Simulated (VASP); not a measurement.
K2NiWO6, 10 atoms in the cell. It takes space group I4/m (No. 87, tetragonal). Conventional cell: a = 5.633 Å, b = 5.633 Å, c = 8.021 Å, α = 90.00°, β = 90.00°, γ = 90.00°. Within 3.1 Å of O (site symmetry m) lie 1 W at 1.94 Å and 1 Ni at 2.07 Å and 4 K at 2.66 to 3.01 Å and 8 O at 2.75 to 2.93 Å. O (site symmetry 4) has 1 W at 1.97 Å and 1 Ni at 2.05 Å within 2.6 Å. W (site symmetry 4/m) has 6 O at 1.94 to 1.97 Å within 2.6 Å. K (site symmetry -4) has 12 O at 2.66 to 3.01 Å and 4 Ni at 3.46 Å and 4 W at 3.46 Å within 3.5 Å. Within 2.7 Å of Ni (site symmetry 4/m) lie 6 O at 2.05 to 2.07 Å. 

```yaml
Program: VASP 6.6.1
Task: single point
Functional: PBE
Potentials_or_basis: VASP PAW PBE potentials, release 64 (O, W_sv, K_sv, Ni_sv_GW)
Cutoff: 700 eV
k_mesh: 6 × 6 × 6
Occupations: fermi-dirac, width 0.1 eV
Spin: no spin polarisation
Dipole_correction: no
Further_INCAR_settings: ALGO = Normal; EDIFF = 1e-06; NBANDS = 54
```

Potentials or basis: VASP PAW PBE potentials, release 64 (O, W_sv, K_sv, Ni_sv_GW).

Launch:

```bash
$ cat potpaw_PBE.64/O/POTCAR potpaw_PBE.64/W_sv/POTCAR potpaw_PBE.64/K_sv/POTCAR potpaw_PBE.64/Ni_sv_GW/POTCAR > POTCAR
$ mpirun -np 1 vasp_std > vasp.out
```

Hardware: 1 thread of Intel(R) Xeon(R) Platinum 8488C (Sapphire Rapids) (shared host).

Q: Estimate the wall time of this run.

A: It took 14 min on 1 thread of Intel(R) Xeon(R) Platinum 8488C (Sapphire Rapids), on a shared host, peak memory 0.62 GiB. Counts: scf iterations 28, k points 36.
